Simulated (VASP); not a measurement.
ZnS (kscan): single point with r2SCAN

The system is ZnS (kscan).

```
Zn S
1.0
     0.00000    2.69517    2.69517
     2.69517    0.00000    2.69517
     2.69517    2.69517    0.00000
Zn S
1 1
Direct
  0.00000 0.00000 0.00000
  0.75000 0.75000 0.75000
```

* Program: VASP 6.6.1
* Task: single point
* Functional: r2SCAN
* Potentials or basis: VASP PAW PBE potentials, release 64 (Zn, S)
* Cutoff: 520 eV
* k mesh: 8 × 8 × 8
* Occupations: gaussian, width 0.02 eV
* Spin: no spin polarisation

- Pressure: -0.1 GPa
- Band gap on the k mesh: 2.71 eV, direct

Levels at points of the mesh, in eV from the valence-band top:
| k point | band 6 | band 7 | band 8 | band 9 | band 10 | band 11 | band 12 | band 13 |
| --- | --- | --- | --- | --- | --- | --- | --- | --- |
| (0.00, 0.00, 0.00) | -5.97 | 0.00 | 0.00 | 0.00 | 2.71 | 6.90 | 6.90 | 6.90 |
| (0.50, 0.00, 0.00) | -5.77 | -5.45 | -0.90 | -0.90 | 3.83 | 7.39 | 7.39 | 9.45 |
| (0.50, 0.50, 0.00) | -5.76 | -4.64 | -2.31 | -2.31 | 3.71 | 4.48 | 11.82 | 12.88 |

Wall time 98 s on 1 thread of Intel Xeon 8259CL, on a shared host, peak memory 0.17 GiB.

Caveat: the PAW data sets were made with another functional, which shifts forces and pressure a little. r2SCAN opens gaps a little over a GGA but as a rule still falls short of measured ones.
